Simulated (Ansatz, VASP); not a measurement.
## Rb in VASP and in Ansatz

```
CELL_PARAMETERS angstrom
-3.44939 2.84129 2.84129
2.84129 -3.44939 2.84129
2.84129 2.84129 -3.44939
ATOMIC_POSITIONS crystal
Rb 0.00000 0.00000 0.00000
```

Alike in both runs: task single point; functional PBE; k mesh 14 × 14 × 14; occupations gaussian, width 0.15 eV; no spin polarisation.

```csv
,VASP,Ansatz
version,VASP 6.6.1,Ansatz 0.2.0
potentials or method,"VASP PAW PBE potentials, release 64 (Rb_sv), cutoff 520 eV","scalar-relativistic, plane waves, PAW"
valence electrons in the cell,9,9
```

|  | VASP | Ansatz | Ansatz less VASP |
| --- | --- | --- | --- |
| gap on the k mesh at the Fermi level (eV) | none | none | - |
| pressure (GPa) | 0.3 | 0.3 | 0.00 |
| traceless stress, the component that is largest in VASP (GPa) | 0.79 | 0.79 | -0.002 |

A gap of «none» marks a metal or a gap that the smearing closes. The functional is the same, so the differences come from potentials, cutoffs and numerics.
